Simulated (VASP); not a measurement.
Wanted: the native input for a VASP 6.6.1 run.

| Item | Value |
| --- | --- |
| Task | single point |
| Functional | r2SCAN |
| Potentials or basis | VASP PAW PBE potentials, release 64 (Ta_pv) |
| Cutoff | 520 eV |
| k mesh | 1 × 1 × 9 |
| Occupations | methfessel-paxton, width 0.15 eV |
| Spin | no spin polarisation |
| Dipole correction | no |
| Further INCAR settings | ALGO = Normal; EDIFF = 1e-06; NBANDS = 30 |

Ta, a slab with vacuum:

```
Ta
1.0
    22.70911    0.00000    0.00000
     0.00000   22.70911    0.00000
     0.00000    0.00000    2.37728
Ta
4
Direct
  0.31863 0.81863 0.00000
  0.68137 0.18137 0.00000
  0.18137 0.31863 0.00000
  0.81863 0.68137 0.00000
```

The input as run:

POSCAR

```
Ta
1.0
   22.7091110000      0.0000000000      0.0000000000
    0.0000000000     22.7091110000      0.0000000000
    0.0000000000      0.0000000000      2.3772800000
Ta
4
Direct
    0.3186290000      0.8186290000      0.0000000000
    0.6813710000      0.1813710000      0.0000000000
    0.1813710000      0.3186290000      0.0000000000
    0.8186290000      0.6813710000      0.0000000000
```

INCAR.step1

```
ALGO     = Normal         # electronic algorithm
EDIFF    = 1E-4           # SCF threshold, eV
ENCUT    = 520            # plane-wave cutoff, eV
GGA      = PE             # functional
ISMEAR   = 1              # smearing method
LASPH    = T              # aspherical terms in the spheres
LCHARG   = F              # write CHGCAR
LREAL    = F              # projectors in reciprocal space
LWAVE    = T              # write WAVECAR
NBANDS   = 30             # bands
NELM     = 80             # most SCF steps
PREC     = Accurate       # precision mode
SIGMA    = 0.15           # smearing width, eV
```

INCAR.step2

```
ALGO     = Normal         # electronic algorithm
EDIFF    = 1E-6           # SCF threshold, eV
ENCUT    = 520            # plane-wave cutoff, eV
ISIF     = 2              # what is computed and relaxed
ISMEAR   = 1              # smearing method
ISTART   = 1            
LASPH    = T              # aspherical terms in the spheres
LCHARG   = F              # write CHGCAR
LMIXTAU  = T            
LREAL    = F              # projectors in reciprocal space
LWAVE    = F              # write WAVECAR
METAGGA  = R2SCAN         # meta-GGA
NBANDS   = 30             # bands
NELM     = 80             # most SCF steps
PREC     = Accurate       # precision mode
SIGMA    = 0.15           # smearing width, eV
```

KPOINTS

```
k-points
0
Gamma
  1 1 9
```

Potentials or basis: VASP PAW PBE potentials, release 64 (Ta_pv).

The run is started by

```sh
$ cat potpaw_PBE.64/Ta_pv/POTCAR > POTCAR
$ cp INCAR.step1 INCAR
$ mpirun -np 1 vasp_std > vasp.out
$ cp INCAR.step2 INCAR
$ mpirun -np 1 vasp_std > vasp.out
```

Results of the run:

The band gap on the k mesh is zero (band 22 reaches -1.27 eV, above the bottom of band 23 at -3.70 eV).

Caveat: spin-orbit coupling is left out, which moves the levels of the heavy elements.

Run time: 40 min on 1 thread of Intel Xeon 6975P-C, with other jobs on the host, peak memory 1.2 GiB.
